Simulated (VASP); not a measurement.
Here is a VASP 6.6.1 calculation.

File INCAR:

```
SYSTEM = Rh
PREC = Accurate
ENCUT = 520
EDIFF = 1E-6
ISMEAR = -1
SIGMA = 0.05
LREAL = .FALSE.
LASPH = .TRUE.
NELM = 60
ALGO = Fast
ISIF = 2
LWAVE = .FALSE.
LCHARG = .FALSE.
NBANDS = 14
```

Contents of KPOINTS:

```
regular mesh
0
G
  12 12 12
  0 0 0
```

POSCAR

```
Rh
1.0
    0.0000000000      1.8765299240      1.8765299240
    1.8765299240      0.0000000000      1.8765299240
    1.8765299240      1.8765299240      0.0000000000
Rh
1
Direct
    0.0000000000      0.0000000000      0.0000000000
```

Potentials or basis: VASP PAW LDA potentials, release 64 (Rh_pv).

Run with:

```bash
$ cat potpaw_LDA.64/Rh_pv/POTCAR > POTCAR
$ mpirun -np 1 vasp_std > vasp.out
```

Task: Predict the pressure.

Result: 1.0 GPa.
